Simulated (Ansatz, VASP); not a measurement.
## AgI in VASP and in Ansatz

```
CELL_PARAMETERS angstrom
0.00000 3.18133 3.18133
3.18133 0.00000 3.18133
3.18133 3.18133 0.00000
ATOMIC_POSITIONS crystal
Ag 0.00000 0.00000 0.00000
I 0.75000 0.75000 0.75000
```

Alike in both runs: task single point; functional PBEsol; k mesh 8 × 8 × 8; occupations gaussian, width 0.05 eV; no spin polarisation.

|  | VASP | Ansatz |
| --- | --- | --- |
| version | VASP 6.6.1 | Ansatz 0.2.0 |
| potentials or method | VASP PAW PBE potentials, release 64 (Ag, I), cutoff 500 eV | scalar-relativistic, plane waves, PAW |
| valence electrons in the cell | 18 | 36 |

VASP gave:

```
gap on the k mesh at the Fermi level (eV) : 1.20
least direct gap on the mesh (eV)         : 1.20
pressure (GPa)                            : 1.5
```

Problem. What did Ansatz give for the same quantities?

Solution. gap on the k mesh at the Fermi level (eV): 1.19; least direct gap on the mesh (eV): 1.19; pressure (GPa): 1.6.

VASP's potentials were made for PBE, not for PBEsol. VASP's potentials hold 18 valence electrons a cell and Ansatz's 36, so a difference there can come from the potentials and not from the codes.

Spin-orbit coupling is off throughout.
